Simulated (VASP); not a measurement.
Wanted: the native input for a VASP 6.6.1 run.

```yaml
Task: single point
Functional: LDA
Potentials_or_basis: VASP PAW LDA potentials, release 64 (Cu, S)
Cutoff: 520 eV
k_mesh: 6 × 6 × 6
Occupations: methfessel-paxton, width 0.1 eV
Spin: no spin polarisation
Dipole_correction: no
Further_INCAR_settings: ALGO = Normal; EDIFF = 1e-06; NBANDS = 16
```

The structure of CuS lies in POSCAR:

```
CuS
1.0
    0.0000000000      2.4399030000      2.4399030000
    2.4399030000      0.0000000000      2.4399030000
    2.4399030000      2.4399030000      0.0000000000
Cu S
1 1
Direct
    0.0000000000      0.0000000000      0.0000000000
    0.5000000000      0.5000000000      0.5000000000
```

One way to write it, as run:

INCAR

```
ALGO     = Normal         # electronic algorithm
EDIFF    = 1E-6           # SCF threshold, eV
ENCUT    = 520            # plane-wave cutoff, eV
ISIF     = 2              # what is computed and relaxed
ISMEAR   = 1              # smearing method
LASPH    = True           # aspherical terms in the spheres
LCHARG   = True           # write CHGCAR
LELF     = True           # ELF
LREAL    = False          # projectors in reciprocal space
LVHAR    = True         
LWAVE    = False          # write WAVECAR
NBANDS   = 16             # bands
NELM     = 60             # most SCF steps
PREC     = Accurate       # precision mode
SIGMA    = 0.1            # smearing width, eV
```

KPOINTS

```
k-points
0
Gamma
  6 6 6
```

Potentials or basis: VASP PAW LDA potentials, release 64 (Cu, S).

Run with:

```bash
$ cat potpaw_LDA.64/Cu/POTCAR potpaw_LDA.64/S/POTCAR > POTCAR
$ mpirun -np 1 vasp_std > vasp.out
```

Results of the run:

```yaml
Pressure: -8.8 GPa
```

Caveat: the k points lie up to 0.37 Å⁻¹ apart.

Run time: 18 s on 1 thread of AMD EPYC 7R13, with other jobs on the host, peak memory 0.11 GiB.
